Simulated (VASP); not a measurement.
A run of VASP 6.6.1:

INCAR

```
PREC = Accurate
ENCUT = 520
EDIFF = 1E-6
ISMEAR = 0
SIGMA = 0.027000000000000003
LREAL = False
LASPH = True
NELM = 100
ALGO = Normal
ISIF = 2
LWAVE = False
LCHARG = False
GGA = PE
NBANDS = 11
```

KPOINTS

```
regular mesh
0
Gamma
  13 13 8
```

POSCAR

```
C
1.0
    2.1273203072     -1.2282824400      0.0000000000
    2.1273203072      1.2282824400      0.0000000000
   -1.3790696309      0.0000000000      3.5028300786
C
2
Direct
    0.1666444700      0.1666444700      0.9999069600
    0.8333555300      0.8333555300      0.0000930400
```

Potentials or basis: VASP PAW PBE potentials, release 64 (C).

Command:

```bash
$ cat potpaw_PBE.64/C/POTCAR > POTCAR
$ mpirun -np 1 vasp_std > vasp.out
```

Hardware: 1 thread of Intel Xeon 6975P-C (shared host).

Estimate the wall time of this run.

It took 40 s on 1 thread of Intel Xeon 6975P-C (shared host), peak memory 0.17 GiB. Counts: scf iterations 11, k points 371.
